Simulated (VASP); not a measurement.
Be:

```
CELL_PARAMETERS angstrom
2.02081 0.00000 0.00000
0.00000 2.02081 0.00000
0.00000 0.00000 2.66164
ATOMIC_POSITIONS crystal
Be 0.00000 0.00000 0.50000
```

* Program: VASP 6.6.1
* Task: relaxation of cell and atoms
* Functional: RPBE
* Dispersion: D3(BJ)
* Potentials or basis: VASP PAW PBE potentials, release 64 (Be)
* Cutoff: 600 eV
* k mesh: 13 × 13 × 10
* Occupations: fermi-dirac, width 0.05 eV
* Spin: no spin polarisation

At the start: pressure -13.1 GPa; volume 10.87 Å³/atom.

Problem. Where does the relaxation end?

Solution. Over 10 steps the energy falls by 146.9 meV/atom and the volume is 8.30 Å³/atom (-23.6 %); space group P4/mmm (No. 123, to 0.05 Å).

Step by step:
```tsv
step	energy change (eV)	largest force (eV/Å)	pressure (GPa)	volume (Å³)
1	0.0000	0.0000	-13.11	10.87
2	-0.0888	0.0000	-6.11	9.53
3	-0.1100	0.0000	0.00	8.79
4	-0.1110	0.0000	1.84	8.60
5	-0.1454	0.0000	2.30	8.15
6	-0.1455	0.0000	2.45	8.12
7	-0.1455	0.0000	2.40	8.13
8	-0.1469	0.0000	-0.29	8.33
9	-0.1469	0.0000	-0.01	8.31
10	-0.1469	0.0000	0.01	8.30
```

Final structure:
```
CELL_PARAMETERS angstrom
1.91894 0.00000 0.00000
0.00000 1.91894 0.00000
0.00000 0.00000 2.25474
ATOMIC_POSITIONS crystal
Be 0.00000 0.00000 0.50000
```

Caveat: the volume moved by over 15 % at a fixed basis, so the end points are rough; the PAW data sets were made with another functional, which shifts forces and pressure a little; pairwise dispersion overbinds metals, which lowers pressure and volume.
